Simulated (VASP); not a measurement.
Runs of VASP 6.6.1 on Mg. The structure is that of space group Im-3m (No. 229), or close to it. The cells are those of the table. This isn't the form of Mg at room conditions, which is hcp.

```tsv
cell	gap on the mesh (eV)	pressure (GPa)
a = 3.131 Å, angles 109.5°, 1 atom	none	-1.1
a = 3.069 Å, angles 109.5°, 1 atom	none	1.0
a = 3.200 Å, angles 109.5°, 1 atom	none	(b)
a = 3.037 Å, angles 109.5°, 1 atom	none	2.3
a = 3.004 Å, angles 109.5°, 1 atom	none	3.9
a = 2.971 Å, angles 109.5°, 1 atom	none	5.7
a = 3.161 Å, angles 109.5°, 1 atom	none	(a)
```

Alike in all rows: task single point; level PBE; potentials or basis VASP PAW PBE potentials, release 64 (Mg); no spin polarisation; k mesh 16 × 16 × 16; cutoff (eV) 520; smearing gaussian 0.1 eV.

Question: Estimate the missing entries.

Answer: (a) -1.9; (b) -2.8.

Caveats: the cell stands under pressure (at least some runs).

A gap of «none» marks levels without a gap at the run's occupations.
